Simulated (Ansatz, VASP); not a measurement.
# Sr in VASP and in Ansatz

```xyz
2
Lattice="4.3100 0.0000 0.0000 -2.1550 3.7326 0.0000 0.0000 0.0000 7.4025" Properties=species:S:1:pos:R:3 pbc="T T T"
Sr    0.0000    2.4884    1.8506
Sr    2.1550    1.2442    5.5519
```

Change from the starting cell: strain +0.000 along x and y, +0.050 along z, atoms carried along.

Alike in both runs: task single point; functional r2SCAN; k mesh 12 × 12 × 8; occupations gaussian, width 0.15 eV; no spin polarisation.

|  | VASP | Ansatz |
| --- | --- | --- |
| version | VASP 6.6.1 | Ansatz 0.2.0 |
| potentials or method | VASP PAW PBE potentials, release 64 (Sr_sv), cutoff 520 eV | scalar-relativistic, plane waves, PAW |
| valence electrons in the cell | 20 | 20 |

|  | VASP | Ansatz | Ansatz less VASP |
| --- | --- | --- | --- |
| gap on the k mesh at the Fermi level (eV) | none | none | - |
| pressure (GPa) | -0.5 | -0.5 | -0.01 |
| traceless stress, the component that is largest in VASP (GPa) | -0.64 | -0.64 | +0.001 |

VASP's potentials were made for PBE, not for r2SCAN. A gap of «none» marks a metal or a gap that the smearing closes.
